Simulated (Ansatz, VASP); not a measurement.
# BP: VASP beside Ansatz

```
CELL_PARAMETERS angstrom
0.00000 2.27420 2.27420
2.27420 0.00000 2.27420
2.27420 2.27420 0.00000
ATOMIC_POSITIONS crystal
B 0.00000 0.00000 0.00000
P 0.25000 0.25000 0.25000
```

Alike in both runs: functional PBE; k mesh 15 × 15 × 15; occupations fermi-dirac, width 0.08 eV; no spin polarisation.

Ansatz relaxed the structure, and its values are those at the end. VASP's run is a single point on that final structure, the one shown.

|  | VASP | Ansatz |
| --- | --- | --- |
| version | VASP 6.6.1 | Ansatz 0.2.0 |
| potentials or method | VASP PAW PBE potentials, release 64 (B, P) | PAW with Ansatz's default frozen-core files, scalar-relativistic |
| plane-wave cutoff (eV) | 520 | 420 |
| valence electrons in the cell | 8 | 8 |

Ansatz gave:

* pressure (GPa): 0.0

**Question.** Which values does VASP return?

**Answer.** Pressure (GPa): -0.2.
